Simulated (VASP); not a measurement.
# Tl (P6/mmm) in VASP: single point with PBEsol

Aim: the single point of Tl with PBEsol.

All numbers are computed with VASP 6.6.1; they aren't measurements. Logs are shortened: lines on timing, memory, paths and dates and some standing lists are left out, and cuts for length are marked.

## 1. The cell of the first run

The structure is hexagonal, space group P6/mmm (No. 191). The conventional cell has a = 6.758 Å, b = 6.758 Å, c = 3.852 Å, α = 90.00°, β = 90.00°, γ = 120.00°. Within 4.4 Å of Tl (site symmetry mmm) lie 6 Tl at 3.38 to 3.85 Å.

## 2. Single point, PBEsol

Contents of INCAR:

```
SYSTEM = Tl
  PREC = Accurate
  ENCUT = 520
  EDIFF = 1E-6
  ISMEAR = 1
  SIGMA = 0.1
  LREAL = .False.
  LASPH = .True.
  NELM = 100
  ALGO = Normal
  ISIF = 2
  LWAVE = .False.
  LCHARG = .True.
  GGA = PS
  LELF = .True.
  LVHAR = .True.
  NBANDS = 26
```

Contents of KPOINTS:

```
Automatic mesh
0
Gamma
  4 4 6
  0 0 0
```

Contents of POSCAR:

```
Tl
1.0
    6.7580000000      0.0000000000      0.0000000000
   -3.3790000000      5.8526000000      0.0000000000
    0.0000000000      0.0000000000      3.8517080000
Tl
3
Direct
    0.0000000000      0.5000000000      0.0000000000
    0.5000000000      0.0000000000      0.0000000000
    0.5000000000      0.5000000000      0.0000000000
```

Potentials or basis: VASP PAW PBE potentials, release 64 (Tl_d).

The run is started by

```bash
$ cat potpaw_PBE.64/Tl_d/POTCAR > POTCAR
$ mpirun -np 1 vasp_std > vasp.out
```

OUTCAR:

```text
SYSTEM = Tl
   PREC = Accurate
   ENCUT = 520
   EDIFF = 1E-6
   ISMEAR = 1
   LREAL = .False.
   LASPH = .True.
   NELM = 100
   ISIF = 2
   GGA = PS

 ion  position               nearest neighbor table
   1  0.000  0.500  0.000-   3 3.38   3 3.38   2 3.38   2 3.38
   2  0.500  0.000  0.000-   1 3.38   3 3.38   3 3.38   1 3.38
   3  0.500  0.500  0.000-   1 3.38   1 3.38   2 3.38   2 3.38

  LATTYP: Found a hexagonal cell.
 ALAT       =     6.7580000000
 C/A-ratio  =     0.5699479136

  Lattice vectors:

 A1 = (   6.7580000000,   0.0000000000,   0.0000000000)
 A2 = (  -3.3790000000,   5.8526000000,   0.0000000000)
 A3 = (   0.0000000000,   0.0000000000,   3.8517080000)

Analysis of symmetry for initial positions (statically):
=====================================================================
 Subroutine PRICEL returns:
 Original cell was already a primitive cell.

 Routine SETGRP: Setting up the symmetry group for a
 hexagonal supercell.

 Subroutine GETGRP returns: Found 24 space group operations
 (whereof 24 operations were pure point group operations)
 out of a pool of 24 trial point group operations.

The static configuration has the point symmetry D_6h.

Analysis of symmetry for dynamics (positions and initial velocities):
=====================================================================
 Subroutine PRICEL returns:
 Original cell was already a primitive cell.

 Routine SETGRP: Setting up the symmetry group for a
 hexagonal supercell.

 Subroutine GETGRP returns: Found 24 space group operations
 (whereof 24 operations were pure point group operations)
 out of a pool of 24 trial point group operations.

The dynamic configuration has the point symmetry D_6h.

 Subroutine INISYM returns: Found 24 space group operations
 (whereof 24 operations are pure point group operations),
 and found     1 'primitive' translations

----------------------------------------------------------------------------------------

                                     Primitive cell

  volume of cell :     152.3423

  direct lattice vectors                    reciprocal lattice vectors
     6.758000000  0.000000000  0.000000000     0.147972773  0.085432116  0.000000000
    -3.379000000  5.852600000  0.000000000     0.000000000  0.170864231  0.000000000
     0.000000000  0.000000000  3.851708000     0.000000000  0.000000000  0.259625081

  length of vectors
     6.758000000  6.758000278  3.851708000     0.170864238  0.170864231  0.259625081

  position of ions in fractional coordinates (direct lattice)
     0.000000000  0.500000000  0.000000000
     0.500000000  0.000000000  0.000000000
     0.500000000  0.500000000  0.000000000

  ion indices of the primitive-cell ions
   primitive index   ion index
                 1           1
                 2           2
                 3           3

----------------------------------------------------------------------------------------

 KPOINTS: Automatic mesh

Automatic generation of k-mesh.
 Grid dimensions read from file:
 generate k-points for:    4    4    6

 Generating k-lattice:

  Cartesian coordinates                     Fractional coordinates (reciprocal lattice)
     0.036993193  0.021358029  0.000000000     0.250000000  0.000000000  0.000000000
     0.000000000  0.042716058  0.000000000     0.000000000  0.250000000  0.000000000
     0.000000000  0.000000000  0.043270847     0.000000000  0.000000000  0.166666667

  Length of vectors
     0.042716060  0.042716058  0.043270847

  Shift w.r.t. Gamma in fractional coordinates (k-lattice)
     0.000000000  0.000000000  0.000000000

 Subroutine IBZKPT returns following result:
 ===========================================

 Found     16 irreducible k-points:

 Following reciprocal coordinates:
            Coordinates               Weight
  0.000000  0.000000  0.000000      1.000000
  0.250000  0.000000  0.000000      6.000000
  0.500000  0.000000  0.000000      3.000000
  0.250000  0.250000  0.000000      6.000000
  0.000000  0.000000  0.166667      2.000000
  0.250000  0.000000  0.166667     12.000000
[... 8 lines left out ...]
  0.500000  0.000000  0.500000      3.000000
  0.250000  0.250000  0.500000      6.000000
   k-points           NKPTS =     16   k-points in BZ     NKDIM =     16   number of bands    NBANDS=     26
   number of dos      NEDOS =    301   number of ions     NIONS =      3
   total plane-waves  NPLWV =  75000
   dimension x,y,z NGX =    50 NGY =   50 NGZ =   30
   dimension x,y,z NGXF=   100 NGYF=  100 NGZF=   60
   ions per type =               3
   NGX,Y,Z   is equivalent  to a cutoff of  12.30, 12.30, 12.95 a.u.
   NGXF,Y,Z  is equivalent  to a cutoff of  24.60, 24.60, 25.90 a.u.
 SYSTEM =  Tl
   PREC   = accura    normal or accurate (medium, high low for compatibility)
   ISTART =      0    job   : 0-new  1-cont  2-samecut
   ICHARG =      2    charge: 1-file 2-atom 10-const
   ISPIN  =      1    spin polarized calculation?
   LNONCOLLINEAR =      F non collinear calculations
   LSORBIT =      F    spin-orbit coupling
   LASPH  =      T    aspherical Exc in radial PAW
   ENCUT  =  520.0 eV  38.22 Ry    6.18 a.u.  12.57 12.57  7.16*2*pi/ulx,y,z
   NELM   =    100;   NELMIN=  2; NELMDL= -5     # of ELM steps
   EDIFF  = 0.1E-05   stopping-criterion for ELM
   LREAL  =      F    real-space projection
   EDIFFG = 0.1E-04   stopping-criterion for IOM
   NSW    =      0    number of steps for IOM
   IBRION =     -1    ionic relax: 0-MD 1-quasi-New 2-CG
   NFREE  =      0    steps in history (QN), initial steepest desc. (CG)
   ISIF   =      2    stress and relaxation
   ISYM   =      2    0-nonsym 1-usesym 2-fastsym
   POTIM  = 0.5000    time-step for ionic-motion
   TEBEG  =    0.0;   TEEND  =   0.0 temperature during run
   PSTRESS=    0.0 pullay stress
   NELECT =      39.0000    total number of electrons
   NUPDOWN=      -1.0000    fix difference up-down
   EMIN   =  10.00;   EMAX   =-10.00  energy-range for DOS
   EFERMI =   0.00;   METHOD = LEGACY
   ISMEAR =     1;   SIGMA  =   0.10  broadening in eV -4-tet -1-fermi 0-gaus
   EFERMI_NEDOS =   21; number of points for ismear=-14 and -15
   IALGO  =     38    algorithm
   IMIX   =      4    mixing-type and parameters
     AMIX     =   0.40;   BMIX     =  1.00
     AMIX_MAG =   1.60;   BMIX_MAG =  1.00
  volume/ion in A,a.u.               =      50.78       342.69
  Fermi-wavevector in a.u.,A,eV,Ry     =   1.039496  1.964363 14.701807  1.080552
  Thomas-Fermi vector in A             =   2.174029
   LORBIT       =      0    0 simple, 1 ext, 2 COOP (PROOUT), +10 PAW based schemes
   GGA     = PS    functional components
   LHFCALC =     F    Hartree Fock is set to
   AEXX    =    0.0000 exact exchange contribution
   IVDW    =     0    specifies the selected vdW correction
   LEPSILON=     F    determine dielectric tensor
   LRPA    =     F    only Hartree local field effects (RPA)
 non-spin polarized calculation
 Methfessel and Paxton  Order N= 1 SIGMA  =   0.10
  energy-cutoff  :      520.00
  volume of cell :      152.34
 maximum number of plane-waves:      4136
   NGX = 25   NGY = 25   NGZ = 15

 number of electron      38.9999986 magnetization

 Free energy of the ion-electron system (eV)
  ---------------------------------------------------
  ext. energy  EPLUGINS =         0.00000000
  ---------------------------------------------------
  free energy    TOTEN  =        -6.33442581 eV

  energy without entropy =       -6.33582523  energy(sigma->0) =       -6.33489229

 E-fermi :   2.1102     XC(G=0):  -7.5214

 val. band max:        2.0054142107   @ k =   0.5000   0.0000   0.3333
 cond. band min:       2.1284415446   @ k =   0.2500   0.2500   0.1667
 fundamental gap:      0.1230273339
 Fermi energy:         2.1101602330

 k-point     1 :       0.0000    0.0000    0.0000
  band No.  band energies     occupation
      1      -9.7985      2.00000
      2      -9.7287      2.00000
      3      -9.7287      2.00000
      4      -9.5829      2.00000
      5      -9.4753      2.00000
      6      -9.4337      2.00000
[... 18 lines left out ...]
     25       8.6886      0.00000
     26       8.6915      0.00000

 k-point     2 :       0.2500    0.0000    0.0000
  band No.  band energies     occupation
      1      -9.7485      2.00000
      2      -9.6890      2.00000
      3      -9.6457      2.00000
      4      -9.5634      2.00000
      5      -9.4520      2.00000
      6      -9.4427      2.00000
[... 18 lines left out ...]
     25       7.2295      0.00000
     26       8.0996      0.00000

 k-point     3 :       0.5000    0.0000    0.0000
  band No.  band energies     occupation
      1      -9.7320      2.00000
      2      -9.5518      2.00000
      3      -9.5106      2.00000
      4      -9.5044      2.00000
      5      -9.4811      2.00000
      6      -9.4569      2.00000
[... 18 lines left out ...]
     25       7.3445      0.00000
     26       7.9692      0.00000

 k-point     4 :       0.2500    0.2500    0.0000
  band No.  band energies     occupation
      1      -9.6679      2.00000
      2      -9.6481      2.00000
      3      -9.5381      2.00000
      4      -9.4968      2.00000
      5      -9.4900      2.00000
      6      -9.4259      2.00000
[... 18 lines left out ...]
     25       7.3888      0.00000
     26       7.6258      0.00000
[... 264 lines left out ...]
      1      -9.7173      2.00000
      2      -9.6641      2.00000
      3      -9.6211      2.00000
      4      -9.5504      2.00000
      5      -9.5067      2.00000
      6      -9.4931      2.00000
[... 18 lines left out ...]
     25       6.6660      0.00000
     26       7.6689      0.00000

 k-point    15 :       0.5000    0.0000    0.5000
  band No.  band energies     occupation
      1      -9.7030      2.00000
      2      -9.5398      2.00000
      3      -9.5328      2.00000
      4      -9.4487      2.00000
      5      -9.4478      2.00000
      6      -9.4468      2.00000
[... 18 lines left out ...]
     25       5.6972      0.00000
     26       5.9596      0.00000

 k-point    16 :       0.2500    0.2500    0.5000
  band No.  band energies     occupation
      1      -9.6493      2.00000
      2      -9.6034      2.00000
      3      -9.5064      2.00000
      4      -9.5009      2.00000
      5      -9.4896      2.00000
      6      -9.4373      2.00000
[... 18 lines left out ...]
     25       5.5905      0.00000
     26       6.8488      0.00000

------------------------ aborting loop because EDIFF is reached ----------------------------------------

  FORCE on cell =-STRESS in cart. coord.  units (eV):
  Direction    XX          YY          ZZ          XY          YZ          ZX
  --------------------------------------------------------------------------------------
  -------------------------------------------------------------------------------------
  Total       -2.8652327     -2.8652330     -2.8053493      0.0000000      0.0000000      0.0000000
  in kB      -30.1335355    -30.1335388    -29.5037443      0.0000000      0.0000000      0.0000000
  external PRESSURE =     -29.9236062 kB  Pullay stress =       0.0000000 kB

 VOLUME and BASIS-vectors are now :
 -----------------------------------------------------------------------------
  energy-cutoff  :      520.00
  volume of cell :      152.34
      direct lattice vectors                 reciprocal lattice vectors
     6.758000000  0.000000000  0.000000000     0.147972773  0.085432116  0.000000000
    -3.379000000  5.852600000  0.000000000     0.000000000  0.170864231  0.000000000
     0.000000000  0.000000000  3.851708000     0.000000000  0.000000000  0.259625081

 POSITION                                       TOTAL-FORCE (eV/Angst)
 -----------------------------------------------------------------------------------
     -1.68950      2.92630      0.00000         0.000000      0.000000      0.000000
      3.37900      0.00000      0.00000         0.000000      0.000000      0.000000
      1.68950      2.92630      0.00000        -0.000000      0.000000      0.000000
 -----------------------------------------------------------------------------------
    total drift:                               -0.000000      0.000000     -0.000000

  FREE ENERGIE OF THE ION-ELECTRON SYSTEM (eV)
  ---------------------------------------------------
  free  energy   TOTEN  =        -6.3344258150 eV

  energy  without entropy=       -6.3358252285  energy(sigma->0) =       -6.33489229
```

It took 46 s on 1 thread of AMD EPYC 7R13 (Zen 3), shared host; peak memory 0.23 GiB.

Results:

```
Free energy : -6.3344 eV
Pressure    : -3.0 GPa
```

Levels at points of the mesh, in eV from the Fermi level:
| k point | band 17 | band 18 | band 19 | band 20 | band 21 | band 22 | band 23 | band 24 |
| --- | --- | --- | --- | --- | --- | --- | --- | --- |
| (0.00, 0.00, 0.00) | -4.97 | -4.97 | -2.10 | -0.51 | -0.51 | 3.13 | 3.62 | 6.18 |
| (0.50, 0.00, 0.00) | -6.74 | -5.21 | -1.20 | 1.74 | 1.82 | 2.32 | 2.56 | 4.39 |
| (0.00, 0.00, 0.50) | -3.89 | -3.89 | -1.88 | -1.00 | 0.73 | 0.73 | 1.12 | 1.12 |
| (0.50, 0.00, 0.50) | -5.62 | -4.13 | -1.12 | -0.35 | 0.07 | 0.98 | 3.13 | 3.16 |

Caveat: the PAW data sets were made with another functional, which shifts forces and pressure a little; spin-orbit coupling is left out, which moves the levels of the heavy elements.
